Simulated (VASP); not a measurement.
# RbGe4N2 (P-3m1) in VASP: a series of runs

Runs on RbGe4N2. Level: PBE. Tasks: single point.

All numbers are computed with VASP 6.6.1; they aren't measurements. Logs are shortened: lines on timing, memory, paths and dates and some standing lists are left out, and cuts for length are marked.

## 1. The cell of the first run

The structure is trigonal, space group P-3m1 (No. 164). Conventional cell: a = 3.143 Å, b = 3.143 Å, c = 14.692 Å, α = 90.00°, β = 90.00°, γ = 120.00°. Within 4.1 Å of Rb (site symmetry -3m) lie 6 Rb at 3.14 Å and 6 Ge at 3.48 Å and 2 N at 3.80 Å. Ge (site symmetry 3m) has 3 N at 1.99 Å within 2.6 Å. Within 3.8 Å of Ge (site symmetry 3m) lie 10 Ge at 2.89 to 3.24 Å and 3 N at 3.03 Å. Within 2.6 Å of N (site symmetry 3m) lie 3 Ge at 1.99 Å.

## 2. Single point, PBE

Contents of INCAR:

```
PREC = Accurate
ENCUT = 520
EDIFF = 1E-6
ISMEAR = 0
SIGMA = 0.1
LREAL = False
LASPH = True
NELM = 100
ALGO = Normal
ISIF = 2
LWAVE = False
LCHARG = True
GGA = PE
LELF = True
LVHAR = True
NBANDS = 46
```

Contents of KPOINTS:

```
Automatic mesh
0
Gamma
  15 15 4
```

Contents of POSCAR:

```
RbGe4N2
1.0
    3.1429518002      0.0000000000      0.0000000000
   -1.5714759001      2.7218761018      0.0000000000
    0.0000000000      0.0000000000     14.6919711150
Rb Ge N
1 4 2
Direct
    0.0000000000      0.0000000000      0.5000000000
    0.6666666667      0.3333333333      0.2974936543
    0.3333333333      0.6666666667      0.7025063457
    0.3333333333      0.6666666667      0.9232567320
    0.6666666667      0.3333333333      0.0767432680
    0.0000000000      0.0000000000      0.2416346410
    0.0000000000      0.0000000000      0.7583653590
```

Potentials or basis: VASP PAW PBE potentials, release 64 (Rb_sv, Ge_d, N).

On the command line:

```
cat potpaw_PBE.64/Rb_sv/POTCAR potpaw_PBE.64/Ge_d/POTCAR potpaw_PBE.64/N/POTCAR > POTCAR
mpirun -np 1 vasp_std > vasp.out
```

OUTCAR:

```text
PREC = Accurate
   ENCUT = 520
   EDIFF = 1E-6
   ISMEAR = 0
   LREAL = False
   LASPH = True
   NELM = 100
   ISIF = 2
   GGA = PE

 ion  position               nearest neighbor table
   1  0.000  0.000  0.500-   2 3.48   3 3.48   3 3.48   2 3.48   2 3.48   3 3.48
   2  0.667  0.333  0.297-   6 1.99   6 1.99   6 1.99   1 3.48   1 3.48   1 3.48
   3  0.333  0.667  0.703-   7 1.99   7 1.99   7 1.99   1 3.48   1 3.48   1 3.48
   4  0.333  0.667  0.923-   5 2.89   5 2.89   5 2.89
   5  0.667  0.333  0.077-   4 2.89   4 2.89   4 2.89
   6  0.000  0.000  0.242-   2 1.99   2 1.99   2 1.99
   7  0.000  0.000  0.758-   3 1.99   3 1.99   3 1.99

  LATTYP: Found a hexagonal cell.
 ALAT       =     3.1429518002
 C/A-ratio  =     4.6745772920

  Lattice vectors:

 A1 = (   3.1429518002,   0.0000000000,   0.0000000000)
 A2 = (  -1.5714759001,   2.7218761018,   0.0000000000)
 A3 = (   0.0000000000,   0.0000000000,  14.6919711150)

Analysis of symmetry for initial positions (statically):
=====================================================================
 Subroutine PRICEL returns:
 Original cell was already a primitive cell.

 Routine SETGRP: Setting up the symmetry group for a
 hexagonal supercell.

 Subroutine GETGRP returns: Found 12 space group operations
 (whereof 12 operations were pure point group operations)
 out of a pool of 24 trial point group operations.

The static configuration has the point symmetry D_3d.

Analysis of symmetry for dynamics (positions and initial velocities):
=====================================================================
 Subroutine PRICEL returns:
 Original cell was already a primitive cell.

 Routine SETGRP: Setting up the symmetry group for a
 hexagonal supercell.

 Subroutine GETGRP returns: Found 12 space group operations
 (whereof 12 operations were pure point group operations)
 out of a pool of 24 trial point group operations.

The dynamic configuration has the point symmetry D_3d.

 Subroutine INISYM returns: Found 12 space group operations
 (whereof 12 operations are pure point group operations),
 and found     1 'primitive' translations

----------------------------------------------------------------------------------------

                                     Primitive cell

  volume of cell :     125.6858

  direct lattice vectors                    reciprocal lattice vectors
     3.142951800  0.000000000  0.000000000     0.318172235  0.183696826  0.000000000
    -1.571475900  2.721876102  0.000000000     0.000000000  0.367393652  0.000000000
     0.000000000  0.000000000 14.691971115     0.000000000  0.000000000  0.068064386

  length of vectors
     3.142951800  3.142951800 14.691971115     0.367393652  0.367393652  0.068064386

  position of ions in fractional coordinates (direct lattice)
     0.000000000  0.000000000  0.500000000
     0.666666667  0.333333333  0.297493654
     0.333333333  0.666666667  0.702506346
     0.333333333  0.666666667  0.923256732
     0.666666667  0.333333333  0.076743268
     0.000000000  0.000000000  0.241634641
     0.000000000  0.000000000  0.758365359

  ion indices of the primitive-cell ions
   primitive index   ion index
                 1           1
                 2           2
                 3           3
                 4           4
                 5           5
                 6           6
                 7           7

----------------------------------------------------------------------------------------

 KPOINTS: Automatic mesh

Automatic generation of k-mesh.
 Grid dimensions read from file:
 generate k-points for:   15   15    4

 Generating k-lattice:

  Cartesian coordinates                     Fractional coordinates (reciprocal lattice)
     0.021211482  0.012246455  0.000000000     0.066666667  0.000000000  0.000000000
     0.000000000  0.024492910  0.000000000     0.000000000  0.066666667  0.000000000
     0.000000000  0.000000000  0.017016097     0.000000000  0.000000000  0.250000000

  Length of vectors
     0.024492910  0.024492910  0.017016097

  Shift w.r.t. Gamma in fractional coordinates (k-lattice)
     0.000000000  0.000000000  0.000000000

 Subroutine IBZKPT returns following result:
 ===========================================

 Found    100 irreducible k-points:

 Following reciprocal coordinates:
            Coordinates               Weight
  0.000000  0.000000  0.000000      1.000000
  0.066667 -0.000000  0.000000      6.000000
  0.133333 -0.000000  0.000000      6.000000
  0.200000  0.000000  0.000000      6.000000
  0.266667 -0.000000  0.000000      6.000000
  0.333333 -0.000000  0.000000      6.000000
[... 16 lines left out ...]
  0.333333  0.200000  0.000000     12.000000
  0.400000  0.200000  0.000000      6.000000
 [... further k-points ...]
   k-points           NKPTS =    100   k-points in BZ     NKDIM =    100   number of bands    NBANDS=     46
   number of dos      NEDOS =    301   number of ions     NIONS =      7
   total plane-waves  NPLWV =  64512
   dimension x,y,z NGX =    24 NGY =   24 NGZ =  112
   dimension x,y,z NGXF=    48 NGYF=   48 NGZF=  224
   ions per type =               1   4   2
   NGX,Y,Z   is equivalent  to a cutoff of  12.69, 12.69, 12.67 a.u.
   NGXF,Y,Z  is equivalent  to a cutoff of  25.39, 25.39, 25.35 a.u.
 SYSTEM =  unknown system
   PREC   = accura    normal or accurate (medium, high low for compatibility)
   ISTART =      0    job   : 0-new  1-cont  2-samecut
   ICHARG =      2    charge: 1-file 2-atom 10-const
   ISPIN  =      1    spin polarized calculation?
   LNONCOLLINEAR =      F non collinear calculations
   LSORBIT =      F    spin-orbit coupling
   LASPH  =      T    aspherical Exc in radial PAW
   ENCUT  =  520.0 eV  38.22 Ry    6.18 a.u.   5.84  5.84 27.32*2*pi/ulx,y,z
   NELM   =    100;   NELMIN=  2; NELMDL= -5     # of ELM steps
   EDIFF  = 0.1E-05   stopping-criterion for ELM
   LREAL  =      F    real-space projection
   EDIFFG = 0.1E-04   stopping-criterion for IOM
   NSW    =      0    number of steps for IOM
   IBRION =     -1    ionic relax: 0-MD 1-quasi-New 2-CG
   NFREE  =      0    steps in history (QN), initial steepest desc. (CG)
   ISIF   =      2    stress and relaxation
   ISYM   =      2    0-nonsym 1-usesym 2-fastsym
   POTIM  = 0.5000    time-step for ionic-motion
   TEBEG  =    0.0;   TEEND  =   0.0 temperature during run
   PSTRESS=    0.0 pullay stress
   NELECT =      75.0000    total number of electrons
   NUPDOWN=      -1.0000    fix difference up-down
   EMIN   =  10.00;   EMAX   =-10.00  energy-range for DOS
   EFERMI =   0.00;   METHOD = LEGACY
   ISMEAR =     0;   SIGMA  =   0.10  broadening in eV -4-tet -1-fermi 0-gaus
   EFERMI_NEDOS =   21; number of points for ismear=-14 and -15
   IALGO  =     38    algorithm
   IMIX   =      4    mixing-type and parameters
     AMIX     =   0.40;   BMIX     =  1.00
     AMIX_MAG =   1.60;   BMIX_MAG =  1.00
  volume/ion in A,a.u.               =      17.96       121.17
  Fermi-wavevector in a.u.,A,eV,Ry     =   1.378267  2.604546 25.845880  1.899619
  Thomas-Fermi vector in A             =   2.503344
   LORBIT       =      0    0 simple, 1 ext, 2 COOP (PROOUT), +10 PAW based schemes
   GGA     = PE    functional components
   LHFCALC =     F    Hartree Fock is set to
   AEXX    =    0.0000 exact exchange contribution
   IVDW    =     0    specifies the selected vdW correction
   LEPSILON=     F    determine dielectric tensor
   LRPA    =     F    only Hartree local field effects (RPA)
 non-spin polarized calculation
 Gauss-broadening in eV      SIGMA  =   0.10
  energy-cutoff  :      520.00
  volume of cell :      125.69
 maximum number of plane-waves:      3406
   NGX = 11   NGY = 11   NGZ = 55

 number of electron      75.0000007 magnetization

 Free energy of the ion-electron system (eV)
  ---------------------------------------------------
  ext. energy  EPLUGINS =         0.00000000
  ---------------------------------------------------
  free energy    TOTEN  =       -32.55594522 eV

  energy without entropy =      -32.55076807  energy(sigma->0) =      -32.55335664

 E-fermi :   5.1554     XC(G=0): -10.4896

 val. band max:        5.1213776933   @ k =   0.3333  -0.0000   0.5000
 cond. band min:       5.1855837013   @ k =   0.2667   0.1333   0.5000
 fundamental gap:      0.0642060080
 Fermi energy:         5.1553980595

 k-point     1 :       0.0000    0.0000    0.0000
  band No.  band energies     occupation
      1     -24.3828      2.00000
      2     -19.5360      2.00000
      3     -19.5192      2.00000
      4     -19.5192      2.00000
      5     -19.5190      2.00000
      6     -19.5039      2.00000
[... 38 lines left out ...]
     45      11.0713      0.00000
     46      12.2507      0.00000

 k-point     2 :       0.0667   -0.0000    0.0000
  band No.  band energies     occupation
      1     -24.3572      2.00000
      2     -19.5367      2.00000
      3     -19.5188      2.00000
      4     -19.5186      2.00000
      5     -19.5173      2.00000
      6     -19.5040      2.00000
[... 38 lines left out ...]
     45      10.9564      0.00000
     46      11.8073      0.00000

 k-point     3 :       0.1333   -0.0000    0.0000
  band No.  band energies     occupation
      1     -24.2836      2.00000
      2     -19.5388      2.00000
      3     -19.5182      2.00000
      4     -19.5175      2.00000
      5     -19.5141      2.00000
      6     -19.5026      2.00000
[... 38 lines left out ...]
     45      10.8321      0.00000
     46      11.1596      0.00000

 k-point     4 :       0.2000    0.0000    0.0000
  band No.  band energies     occupation
      1     -24.1722      2.00000
      2     -19.5420      2.00000
      3     -19.5184      2.00000
      4     -19.5170      2.00000
      5     -19.5137      2.00000
      6     -19.4963      2.00000
[... 920 lines left out ...]
     45       9.5716      0.00000
     46       9.9387      0.00000

 k-point    23 :       0.3333    0.2000    0.0000
  band No.  band energies     occupation
      1     -23.7049      2.00000
      2     -19.5428      2.00000
      3     -19.5355      2.00000
      4     -19.5202      2.00000
      5     -19.5035      2.00000
      6     -19.4823      2.00000
[... 38 lines left out ...]
     45       9.2687      0.00000
     46       9.7744      0.00000

 k-point    24 :       0.4000    0.2000    0.0000
  band No.  band energies     occupation
      1     -23.6798      2.00000
      2     -19.5437      2.00000
      3     -19.5349      2.00000
      4     -19.5210      2.00000
      5     -19.5043      2.00000
      6     -19.4810      2.00000
[... 38 lines left out ...]
     45       8.6835      0.00000
     46       9.8339      0.00000

 [... further k-points ...]
[... 5 lines left out ...]
  --------------------------------------------------------------------------------------
  -------------------------------------------------------------------------------------
  Total        0.0339996      0.0339996      0.0054214      0.0000000      0.0000000     -0.0000000
  in kB        0.4334087      0.4334087      0.0691091      0.0000000      0.0000000     -0.0000000
  external PRESSURE =       0.3119755 kB  Pullay stress =       0.0000000 kB

 VOLUME and BASIS-vectors are now :
 -----------------------------------------------------------------------------
  energy-cutoff  :      520.00
  volume of cell :      125.69
      direct lattice vectors                 reciprocal lattice vectors
     3.142951800  0.000000000  0.000000000     0.318172235  0.183696826  0.000000000
    -1.571475900  2.721876102  0.000000000     0.000000000  0.367393652  0.000000000
     0.000000000  0.000000000 14.691971115     0.000000000  0.000000000  0.068064386

 POSITION                                       TOTAL-FORCE (eV/Angst)
 -----------------------------------------------------------------------------------
      0.00000      0.00000      7.34599        -0.000000      0.000000      0.000000
      1.57148      0.90729      4.37077         0.000000     -0.000000      0.005125
     -0.00000      1.81458     10.32120        -0.000000      0.000000     -0.005125
     -0.00000      1.81458     13.56446        -0.000000     -0.000000     -0.002699
      1.57148      0.90729      1.12751         0.000000      0.000000      0.002699
      0.00000      0.00000      3.55009        -0.000000      0.000000     -0.008995
      0.00000      0.00000     11.14188         0.000000     -0.000000      0.008995
 -----------------------------------------------------------------------------------
    total drift:                                0.000000      0.000000      0.000000

  FREE ENERGIE OF THE ION-ELECTRON SYSTEM (eV)
  ---------------------------------------------------
  free  energy   TOTEN  =       -32.5559452151 eV

  energy  without entropy=      -32.5507680731  energy(sigma->0) =      -32.55335664
```

It took 8.3 min on 1 thread of Intel Xeon Platinum 8259CL at 2.50GHz (Skylake/Cascade Lake), shared host; peak memory 0.57 GiB.

Results:

| Item | Value |
| --- | --- |
| Free energy | -32.5559 eV |
| Pressure | 0.0 GPa |
| Largest force | 0.009 eV/Å |

Forces on the atoms (eV/Å):
```
Rb   0.000  0.000  0.000
Ge   0.000  0.000  0.005
Ge   0.000  0.000 -0.005
Ge   0.000  0.000 -0.003
Ge   0.000  0.000  0.003
N    0.000  0.000 -0.009
N    0.000  0.000  0.009
```

[end of part 1 of 2]
